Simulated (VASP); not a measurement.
## Ti12O: single point with PBE

System: Ti12O, a slab with vacuum.

```
Ti O
1.0
     5.81509    0.00000    0.00000
     0.00000    5.81509    0.00000
     0.00000    0.00000   19.30598
Ti O
12 1
Cartesian
  1.4538 1.4538 4.0000
  1.4538 4.3613 4.0000
  4.3613 1.4538 4.0000
  4.3613 4.3613 4.0000
  0.0000 0.0000 5.9030
  0.0000 2.9075 5.9030
  2.9075 0.0000 5.9030
  2.9075 2.9075 5.9030
  1.4538 1.4538 7.8060
  1.4538 4.3613 7.8060
  4.3613 1.4538 7.8060
  4.3613 4.3613 7.8060
  1.4538 2.4230 9.2314
```

- Program: VASP 6.6.1
- Task: single point
- Functional: PBE
- Potentials or basis: VASP PAW PBE potentials, release 64 (Ti_sv, O)
- Cutoff: 520 eV
- k mesh: 5 × 5 × 1
- Occupations: gaussian, width 0.1 eV
- Spin: no spin polarisation
- Dipole correction: yes
- Further INCAR settings: ALGO = Normal; EDIFF = 1e-06; NBANDS = 87

| Item | Value |
| --- | --- |
| Largest force | 1.947 eV/Å |
| Band gap on the k mesh | zero (bands 75 and 76 overlap by 0.20 eV) |

Forces on the atoms (eV/Å):
```
Ti   0.000  0.023 -0.005
Ti   0.000  0.036  0.025
Ti   0.000 -0.003  0.094
Ti   0.000  0.011  0.186
Ti  -0.159 -0.088 -0.388
Ti  -0.091  0.049 -0.425
Ti   0.159 -0.088 -0.388
Ti   0.091  0.049 -0.425
Ti   0.000 -0.027  0.293
Ti   0.000 -1.557  1.168
Ti   0.000 -0.309  0.035
Ti   0.000  0.423 -0.300
O    0.000  1.480  0.130
```

Levels at points of the mesh, in eV from the Fermi level:
```csv
k point,band 72,band 73,band 74,band 75,band 76,band 77
"(0.00, 0.00, 0.00)",-0.15,-0.03,0.01,0.06,0.31,0.38
```

Wall time 17 min on 1 thread of Intel(R) Xeon(R) 6975P-C (Granite Rapids), on a shared host, peak memory 0.86 GiB.
